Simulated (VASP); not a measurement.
# K (Fm-3m) in VASP: a series of runs

Runs on K. Level: PBEsol. Tasks: density of states.

Program: VASP 6.6.1. These are calculated values, not measurements. Logs are shortened: lines on timing, memory, paths and dates and some standing lists are left out, and cuts for length are marked.

**1. The cell of the first run**

The structure is cubic, space group Fm-3m (No. 225). Conventional cell: a = 5.845 Å, b = 5.845 Å, c = 5.845 Å, α = 90.00°, β = 90.00°, γ = 90.00°. Within 5.4 Å of K (site symmetry m-3m) lie 12 K at 4.13 Å.

**2. Density of states, PBEsol (volume scaled by 0.7)**

POSCAR reads:

```
K
1.0
    0.0000000000      2.9225764619      2.9225764619
    2.9225764619      0.0000000000      2.9225764619
    2.9225764619      2.9225764619      0.0000000000
K
1
Direct
    0.0000000000      0.0000000000      0.0000000000
```

INCAR.step1 reads:

```
PREC = Accurate ; ENCUT = 520
EDIFF = 1E-6 ; ISMEAR = -1
SIGMA = 0.1 ; LREAL = False
LASPH = True ; NELM = 60
ALGO = Normal ; ISIF = 2
LWAVE = False ; LCHARG = True
GGA = PS ; NBANDS = 10
```

KPOINTS.step1 reads:

```
regular mesh
0
Gamma
  11 11 11
```

INCAR.step2 reads:

```
PREC = Accurate ; ENCUT = 520
EDIFF = 1E-6 ; ISMEAR = -5
SIGMA = 0.1 ; LREAL = False
LASPH = True ; NELM = 60
ALGO = Normal ; ISIF = 2
LWAVE = False ; LCHARG = False
GGA = PS ; LORBIT = 10
NBANDS = 10 ; NEDOS = 1001
ICHARG = 11
```

KPOINTS.step2 reads:

```
regular mesh
0
Gamma
  17 17 17
```

Potentials or basis: VASP PAW PBE potentials, release 64 (K_sv).

The run is started by

```bash
$ cat potpaw_PBE.64/K_sv/POTCAR > POTCAR
$ cp INCAR.step1 INCAR
$ cp KPOINTS.step1 KPOINTS
$ mpirun -np 1 vasp_std > vasp.out
$ cp INCAR.step2 INCAR
$ cp KPOINTS.step2 KPOINTS
$ mpirun -np 1 vasp_std > vasp.out
```

OUTCAR:

```text
PREC = Accurate
   ENCUT = 520
   EDIFF = 1E-6
   ISMEAR = -5
   LREAL = False
   LASPH = True
   NELM = 60
   ISIF = 2
   GGA = PS
   LORBIT = 10
   ICHARG = 11

 ion  position               nearest neighbor table
   1  0.000  0.000  0.000-

  LATTYP: Found a face centered cubic cell.
 ALAT       =     5.8451529238

  Lattice vectors:

 A1 = (   0.0000000000,   2.9225764619,   2.9225764619)
 A2 = (   2.9225764619,   0.0000000000,   2.9225764619)
 A3 = (   2.9225764619,   2.9225764619,   0.0000000000)

Analysis of symmetry for initial positions (statically):
=====================================================================
 Subroutine PRICEL returns:
 Original cell was already a primitive cell.

 Routine SETGRP: Setting up the symmetry group for a
 face centered cubic supercell.

 Subroutine GETGRP returns: Found 48 space group operations
 (whereof 48 operations were pure point group operations)
 out of a pool of 48 trial point group operations.

The static configuration has the point symmetry O_h .

Analysis of symmetry for dynamics (positions and initial velocities):
=====================================================================
 Subroutine PRICEL returns:
 Original cell was already a primitive cell.

 Routine SETGRP: Setting up the symmetry group for a
 face centered cubic supercell.

 Subroutine GETGRP returns: Found 48 space group operations
 (whereof 48 operations were pure point group operations)
 out of a pool of 48 trial point group operations.

The dynamic configuration has the point symmetry O_h .

 Subroutine INISYM returns: Found 48 space group operations
 (whereof 48 operations are pure point group operations),
 and found     1 'primitive' translations

----------------------------------------------------------------------------------------

                                     Primitive cell

  volume of cell :      49.9261

  direct lattice vectors                    reciprocal lattice vectors
     0.000000000  2.922576462  2.922576462    -0.171081923  0.171081923  0.171081923
     2.922576462  0.000000000  2.922576462     0.171081923 -0.171081923  0.171081923
     2.922576462  2.922576462  0.000000000     0.171081923  0.171081923 -0.171081923

  length of vectors
     4.133147269  4.133147269  4.133147269     0.296322582  0.296322582  0.296322582

  position of ions in fractional coordinates (direct lattice)
     0.000000000  0.000000000  0.000000000

  ion indices of the primitive-cell ions
   primitive index   ion index
                 1           1

----------------------------------------------------------------------------------------

 KPOINTS: regular mesh

Automatic generation of k-mesh.
 Grid dimensions read from file:
 generate k-points for:   17   17   17

 Generating k-lattice:

  Cartesian coordinates                     Fractional coordinates (reciprocal lattice)
    -0.010063643  0.010063643  0.010063643     0.058823529  0.000000000  0.000000000
     0.010063643 -0.010063643  0.010063643     0.000000000  0.058823529  0.000000000
     0.010063643  0.010063643 -0.010063643     0.000000000  0.000000000  0.058823529

  Length of vectors
     0.017430740  0.017430740  0.017430740

  Shift w.r.t. Gamma in fractional coordinates (k-lattice)
     0.000000000  0.000000000  0.000000000

 TETIRR: Found    693 inequivalent tetrahedra from    29478

 Subroutine IBZKPT returns following result:
 ===========================================

 Found    165 irreducible k-points:

 Following reciprocal coordinates:
            Coordinates               Weight
  0.000000  0.000000  0.000000      1.000000
  0.058824  0.000000  0.000000      8.000000
  0.117647  0.000000  0.000000      8.000000
  0.176471  0.000000  0.000000      8.000000
  0.235294  0.000000  0.000000      8.000000
  0.294118  0.000000  0.000000      8.000000
[... 16 lines left out ...]
 -0.176471  0.058824  0.000000     24.000000
 -0.117647  0.058824  0.000000     24.000000
 [... further k-points ...]
   k-points           NKPTS =    165   k-points in BZ     NKDIM =    165   number of bands    NBANDS=     10
   number of dos      NEDOS =   1001   number of ions     NIONS =      1
   total plane-waves  NPLWV =  32768
   dimension x,y,z NGX =    32 NGY =   32 NGZ =   32
   dimension x,y,z NGXF=    64 NGYF=   64 NGZF=   64
   ions per type =               1
   NGX,Y,Z   is equivalent  to a cutoff of  12.87, 12.87, 12.87 a.u.
   NGXF,Y,Z  is equivalent  to a cutoff of  25.74, 25.74, 25.74 a.u.
 SYSTEM =  unknown system
   PREC   = accura    normal or accurate (medium, high low for compatibility)
   ISTART =      0    job   : 0-new  1-cont  2-samecut
   ICHARG =     11    charge: 1-file 2-atom 10-const
   ISPIN  =      1    spin polarized calculation?
   LNONCOLLINEAR =      F non collinear calculations
   LSORBIT =      F    spin-orbit coupling
   LASPH  =      T    aspherical Exc in radial PAW
   ENCUT  =  520.0 eV  38.22 Ry    6.18 a.u.   7.68  7.68  7.68*2*pi/ulx,y,z
   NELM   =     60;   NELMIN=  2; NELMDL=  0     # of ELM steps
   EDIFF  = 0.1E-05   stopping-criterion for ELM
   LREAL  =      F    real-space projection
   EDIFFG = 0.1E-04   stopping-criterion for IOM
   NSW    =      0    number of steps for IOM
   IBRION =     -1    ionic relax: 0-MD 1-quasi-New 2-CG
   NFREE  =      0    steps in history (QN), initial steepest desc. (CG)
   ISIF   =      2    stress and relaxation
   ISYM   =      2    0-nonsym 1-usesym 2-fastsym
   POTIM  = 0.5000    time-step for ionic-motion
   TEBEG  =    0.0;   TEEND  =   0.0 temperature during run
   PSTRESS=    0.0 pullay stress
   NELECT =       9.0000    total number of electrons
   NUPDOWN=      -1.0000    fix difference up-down
   EMIN   =  10.00;   EMAX   =-10.00  energy-range for DOS
   EFERMI =   0.00;   METHOD = LEGACY
   ISMEAR =    -5;   SIGMA  =   0.10  broadening in eV -4-tet -1-fermi 0-gaus
   EFERMI_NEDOS =   21; number of points for ismear=-14 and -15
   IALGO  =     38    algorithm
   IMIX   =      4    mixing-type and parameters
     AMIX     =   0.40;   BMIX     =  1.00
     AMIX_MAG =   1.60;   BMIX_MAG =  1.00
  volume/ion in A,a.u.               =      49.93       336.92
  Fermi-wavevector in a.u.,A,eV,Ry     =   0.924797  1.747613 11.636378  0.855250
  Thomas-Fermi vector in A             =   2.050582
   LORBIT       =     10    0 simple, 1 ext, 2 COOP (PROOUT), +10 PAW based schemes
   GGA     = PS    functional components
   LHFCALC =     F    Hartree Fock is set to
   AEXX    =    0.0000 exact exchange contribution
   IVDW    =     0    specifies the selected vdW correction
   LEPSILON=     F    determine dielectric tensor
   LRPA    =     F    only Hartree local field effects (RPA)
 non-spin polarized calculation
 Fermi weights with tetrahedron method with Bloechl corrections
  energy-cutoff  :      520.00
  volume of cell :       49.93
 maximum number of plane-waves:      1367

 number of electron       9.0000000 magnetization

 Free energy of the ion-electron system (eV)
  ---------------------------------------------------
  ext. energy  EPLUGINS =         0.00000000
  ---------------------------------------------------
  free energy    TOTEN  =        -1.00704130 eV

  energy without entropy =       -1.00704130  energy(sigma->0) =       -1.00704130

 E-fermi :   0.8913     XC(G=0):  -6.7650

 val. band max:        0.8772310677   @ k =   0.4706   0.3529   0.0588
 cond. band min:       0.8857474071   @ k =   0.4706   0.2353   0.0000
 fundamental gap:      0.0085163394
 Fermi energy:         0.8912778021

 k-point     1 :       0.0000    0.0000    0.0000
  band No.  band energies     occupation
      1     -30.9929      2.00000
      2     -14.4396      2.00000
      3     -14.4396      2.00000
      4     -14.4396      2.00000
      5      -1.8938      2.00000
      6       5.3606      0.00000
      7       5.3606      0.00000
      8       5.3606      0.00000
      9       6.9727      0.00000
     10       6.9727      0.00000

 k-point     2 :       0.0588    0.0000    0.0000
  band No.  band energies     occupation
      1     -30.9921      2.00000
      2     -14.4484      2.00000
      3     -14.4406      2.00000
      4     -14.4406      2.00000
      5      -1.8365      2.00000
      6       5.2294      0.00000
      7       5.3867      0.00000
      8       5.3867      0.00000
      9       6.9219      0.00000
     10       6.9219      0.00000

 k-point     3 :       0.1176    0.0000    0.0000
  band No.  band energies     occupation
      1     -30.9899      2.00000
      2     -14.4736      2.00000
      3     -14.4437      2.00000
      4     -14.4437      2.00000
      5      -1.6670      2.00000
      6       4.8902      0.00000
      7       5.4511      0.00000
      8       5.4511      0.00000
      9       6.8083      0.00000
     10       6.8083      0.00000

 k-point     4 :       0.1765    0.0000    0.0000
  band No.  band energies     occupation
      1     -30.9866      2.00000
      2     -14.5114      2.00000
      3     -14.4484      2.00000
      4     -14.4484      2.00000
      5      -1.3923      2.00000
      6       4.4374      0.00000
      7       5.5059      0.00000
      8       5.5059      0.00000
      9       6.7308      0.00000
     10       6.7308      0.00000

 k-point     5 :       0.2353    0.0000    0.0000
  band No.  band energies     occupation
      1     -30.9826      2.00000
      2     -14.5563      2.00000
      3     -14.4540      2.00000
      4     -14.4540      2.00000
      5      -1.0236      2.00000
      6       3.9328      0.00000
      7       5.4852      0.00000
      8       5.4852      0.00000
      9       6.7985      0.00000
     10       6.7985      0.00000

 k-point     6 :       0.2941    0.0000    0.0000
  band No.  band energies     occupation
      1     -30.9784      2.00000
      2     -14.6021      2.00000
      3     -14.4599      2.00000
      4     -14.4599      2.00000
      5      -0.5761      2.00000
      6       3.4041      0.00000
      7       5.3844      0.00000
      8       5.3844      0.00000
      9       7.0360      0.00000
     10       7.0360      0.00000
[... 183 lines left out ...]
 k-point    21 :      -0.2941    0.0588    0.0000
  band No.  band energies     occupation
      1     -30.9766      2.00000
      2     -14.6156      2.00000
      3     -14.4708      2.00000
      4     -14.4594      2.00000
      5      -0.3685      2.00000
      6       3.2361      0.00000
      7       5.1725      0.00000
      8       5.4037      0.00000
      9       6.8924      0.00000
     10       7.4054      0.00000

 k-point    22 :      -0.2353    0.0588    0.0000
  band No.  band energies     occupation
      1     -30.9807      2.00000
      2     -14.5723      2.00000
      3     -14.4650      2.00000
      4     -14.4534      2.00000
      5      -0.8364      2.00000
      6       3.7589      0.00000
      7       5.2913      0.00000
      8       5.5442      0.00000
      9       6.5859      0.00000
     10       7.1223      0.00000

 k-point    23 :      -0.1765    0.0588    0.0000
  band No.  band energies     occupation
      1     -30.9847      2.00000
      2     -14.5280      2.00000
      3     -14.4584      2.00000
      4     -14.4478      2.00000
      5      -1.2314      2.00000
      6       4.2540      0.00000
      7       5.3785      0.00000
      8       5.6053      0.00000
      9       6.4629      0.00000
     10       6.9541      0.00000

 k-point    24 :      -0.1176    0.0588    0.0000
  band No.  band energies     occupation
      1     -30.9883      2.00000
      2     -14.4888      2.00000
      3     -14.4518      2.00000
      4     -14.4435      2.00000
      5      -1.5374      2.00000
      6       4.7000      0.00000
      7       5.4046      0.00000
      8       5.5406      0.00000
      9       6.5601      0.00000
     10       6.9164      0.00000

 [... further k-points ...]
[... 5 lines left out ...]
  --------------------------------------------------------------------------------------
  -------------------------------------------------------------------------------------
  Total        0.7805962      0.7805962      0.7805962      0.0000000      0.0000000     -0.0000000
  in kB       25.0500933     25.0500933     25.0500933      0.0000000      0.0000000     -0.0000000
  external PRESSURE =      25.0500933 kB  Pullay stress =       0.0000000 kB

 VOLUME and BASIS-vectors are now :
 -----------------------------------------------------------------------------
  energy-cutoff  :      520.00
  volume of cell :       49.93
      direct lattice vectors                 reciprocal lattice vectors
     0.000000000  2.922576462  2.922576462    -0.171081923  0.171081923  0.171081923
     2.922576462  0.000000000  2.922576462     0.171081923 -0.171081923  0.171081923
     2.922576462  2.922576462  0.000000000     0.171081923  0.171081923 -0.171081923

 POSITION                                       TOTAL-FORCE (eV/Angst)
 -----------------------------------------------------------------------------------
      0.00000      0.00000      0.00000         0.000000     -0.000000     -0.000000
 -----------------------------------------------------------------------------------
    total drift:                               -0.000000      0.000000     -0.000000

  FREE ENERGIE OF THE ION-ELECTRON SYSTEM (eV)
  ---------------------------------------------------
  free  energy   TOTEN  =        -1.0070413026 eV

  energy  without entropy=       -1.0070413026  energy(sigma->0) =       -1.00704130

 total charge

# of ion       s       p       d       tot
------------------------------------------
    1        1.993   5.543   0.012   7.548
```

Wall time 38 s (1 thread of Intel Xeon Platinum 8488C (Sapphire Rapids), shared host); peak memory 0.21 GiB.

What came out:

```yaml
Valence_electrons_inside_the_program's_atomic_spheres: K 7.55
```

Caveat: the PAW data sets were made with another functional, which shifts forces and pressure a little; tetrahedron occupations give inexact forces and stress in metals.

**3. Density of states, PBEsol (volume scaled by 0.8)**

POSCAR reads:

```
K
1.0
    0.0000000000      3.0556002100      3.0556002100
    3.0556002100      0.0000000000      3.0556002100
    3.0556002100      3.0556002100      0.0000000000
K
1
Direct
    0.0000000000      0.0000000000      0.0000000000
```

INCAR.step1 reads:

```
SYSTEM = K
PREC = Accurate ; ENCUT = 520
EDIFF = 1E-6 ; ISMEAR = -1
SIGMA = 0.1 ; LREAL = .False.
LASPH = .True. ; NELM = 80
ALGO = Normal ; ISIF = 2
LWAVE = .False. ; LCHARG = .True.
GGA = PS ; NBANDS = 10
```

KPOINTS.step1 reads:

```
regular mesh
0
Gamma
  11 11 11
  0 0 0
```

INCAR.step2 reads:

```
SYSTEM = K
PREC = Accurate ; ENCUT = 520
EDIFF = 1E-6 ; ISMEAR = -5
SIGMA = 0.1 ; LREAL = .False.
LASPH = .True. ; NELM = 80
ALGO = Normal ; ISIF = 2
LWAVE = .False. ; LCHARG = .False.
GGA = PS ; LORBIT = 10
NEDOS = 2001 ; ICHARG = 11
```

KPOINTS.step2 reads:

```
regular mesh
0
Gamma
  17 17 17
  0 0 0
```

Potentials or basis: VASP PAW PBE potentials, release 64 (K_sv).

The run is started by

```bash
$ cat potpaw_PBE.64/K_sv/POTCAR > POTCAR
$ cp INCAR.step1 INCAR
$ cp KPOINTS.step1 KPOINTS
$ mpirun -np 1 vasp_std > vasp.out
$ cp INCAR.step2 INCAR
$ cp KPOINTS.step2 KPOINTS
$ mpirun -np 1 vasp_std > vasp.out
```

Wall time 37 s (1 thread of Intel Xeon Platinum 8488C (Sapphire Rapids), shared host); peak memory 0.21 GiB.

Results (log left out):

```yaml
Valence_electrons_inside_the_program's_atomic_spheres: K 7.54
```

Levels at points of the mesh, in eV from the Fermi level:
| k point | band 3 | band 4 | band 5 | band 6 | band 7 | band 8 |
| --- | --- | --- | --- | --- | --- | --- |
| (0.00, 0.00, 0.00) | -15.37 | -15.37 | -2.56 | 4.40 | 4.40 | 4.40 |

Caveat: the PAW data sets were made with another functional, which shifts forces and pressure a little; tetrahedron occupations give inexact forces and stress in metals.

**4. Density of states, PBEsol (volume scaled by 0.4)**

POSCAR reads:

```
K
1.0
    0.0000000000      2.4252314938      2.4252314938
    2.4252314938      0.0000000000      2.4252314938
    2.4252314938      2.4252314938      0.0000000000
K
1
Direct
    0.0000000000      0.0000000000      0.0000000000
```

INCAR.step1 reads:

```
PREC = Accurate
ENCUT = 520
EDIFF = 1E-6
ISMEAR = -1
SIGMA = 0.1
LREAL = False
LASPH = True
NELM = 80
ALGO = Normal
ISIF = 2
LWAVE = False
LCHARG = True
GGA = PS
NBANDS = 10
```

KPOINTS.step1 reads:

```
Automatic mesh
0
Gamma
  11 11 11
```

INCAR.step2 reads:

```
PREC = Accurate
ENCUT = 520
EDIFF = 1E-6
ISMEAR = -5
SIGMA = 0.1
LREAL = False
LASPH = True
NELM = 80
ALGO = Normal
ISIF = 2
LWAVE = False
LCHARG = False
GGA = PS
LORBIT = 11
NEDOS = 1001
ICHARG = 11
```

KPOINTS.step2 reads:

```
Automatic mesh
0
Gamma
  17 17 17
```

The run is started by

```bash
$ cat potpaw_PBE.64/K_sv/POTCAR > POTCAR
$ cp INCAR.step1 INCAR
$ cp KPOINTS.step1 KPOINTS
$ mpirun -np 1 vasp_std > vasp.out
$ cp INCAR.step2 INCAR
$ cp KPOINTS.step2 KPOINTS
$ mpirun -np 1 vasp_std > vasp.out
```

It took 22 s on 1 thread of AMD EPYC 9R45 (Zen 5), shared host; peak memory 0.14 GiB.

It converged, with:

| Quantity | Value |
| --- | --- |
| Valence electrons inside the program's atomic spheres | K 7.62 |

Levels at points of the mesh, in eV from the Fermi level:
| k point | band 3 | band 4 | band 5 | band 6 | band 7 | band 8 |
| --- | --- | --- | --- | --- | --- | --- |
| (0.00, 0.00, 0.00) | -15.28 | -15.28 | -3.45 | 4.54 | 4.54 | 4.54 |

Caveat: the PAW data sets were made with another functional, which shifts forces and pressure a little; tetrahedron occupations give inexact forces and stress in metals.

**5. Density of states, PBEsol (volume scaled by 0.4)**

POSCAR is that of step 4.

INCAR.step1 reads:

```
SYSTEM = K
  PREC = Accurate
  ENCUT = 520
  EDIFF = 1E-6
  ISMEAR = -1
  SIGMA = 0.1
  LREAL = .FALSE.
  LASPH = .TRUE.
  NELM = 100
  ALGO = Normal
  ISIF = 2
  LWAVE = .FALSE.
  LCHARG = .TRUE.
  GGA = PS
  NBANDS = 10
```

KPOINTS.step1 reads:

```
regular mesh
0
G
  11 11 11
  0 0 0
```

INCAR.step2 reads:

```
SYSTEM = K
  PREC = Accurate
  ENCUT = 520
  EDIFF = 1E-6
  ISMEAR = -5
  SIGMA = 0.1
  LREAL = .FALSE.
  LASPH = .TRUE.
  NELM = 100
  ALGO = Normal
  ISIF = 2
  LWAVE = .FALSE.
  LCHARG = .FALSE.
  GGA = PS
  LORBIT = 11
  NBANDS = 10
  NEDOS = 2001
  ICHARG = 11
```

KPOINTS.step2 reads:

```
regular mesh
0
G
  17 17 17
  0 0 0
```

The run is started by

```bash
$ cat potpaw_PBE.64/K_sv/POTCAR > POTCAR
$ cp INCAR.step1 INCAR
$ cp KPOINTS.step1 KPOINTS
$ mpirun -np 1 vasp_std > vasp.out
$ cp INCAR.step2 INCAR
$ cp KPOINTS.step2 KPOINTS
$ mpirun -np 1 vasp_std > vasp.out
```

It took 24 s on 1 thread of AMD EPYC 9R45 (Zen 5), shared host; peak memory 0.15 GiB.

The run converged. Its results:

| Item | Value |
| --- | --- |
| Valence electrons inside the program's atomic spheres | K 7.62 |

Levels at points of the mesh, in eV from the Fermi level:
| k point | band 3 | band 4 | band 5 | band 6 | band 7 | band 8 |
| --- | --- | --- | --- | --- | --- | --- |
| (0.00, 0.00, 0.00) | -15.28 | -15.28 | -3.45 | 4.54 | 4.54 | 4.54 |

Caveat: the PAW data sets were made with another functional, which shifts forces and pressure a little; tetrahedron occupations give inexact forces and stress in metals.
